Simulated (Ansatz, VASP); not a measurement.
Two plane-wave programs on TaN

```
Ta N
1.0
     2.72202    0.00000    0.00000
     0.00000    2.72202    0.00000
     0.00000    0.00000    2.72202
Ta N
1 1
Direct
  0.00000 0.00000 0.00000
  0.50000 0.50000 0.50000
```

Alike in both runs: task relaxation of cell and atoms; functional PBE; k mesh 14 × 14 × 14; occupations fermi-dirac, width 0.05 eV; no spin polarisation.

```csv
,VASP,Ansatz
version,VASP 6.6.1,Ansatz 0.2.0
potentials or method,"VASP PAW PBE potentials, release 64 (Ta_pv, N)","PAW with Ansatz's default frozen-core files, scalar-relativistic"
plane-wave cutoff (eV),600,420
valence electrons in the cell,16,18
```

Ansatz gave:

* relaxed volume (Å³/atom): 10.40
* relaxed length of the cell vector where the two differ most in proportion (Å): 2.750

Question: Estimate VASP's values.

Answer: Relaxed volume (Å³/atom): 10.42; relaxed length of the cell vector where the two differ most in proportion (Å): 2.752.

VASP's potentials hold 16 valence electrons a cell and Ansatz's 18, so a difference there can come from the potentials and not from the codes.

Spin-orbit coupling is off throughout.
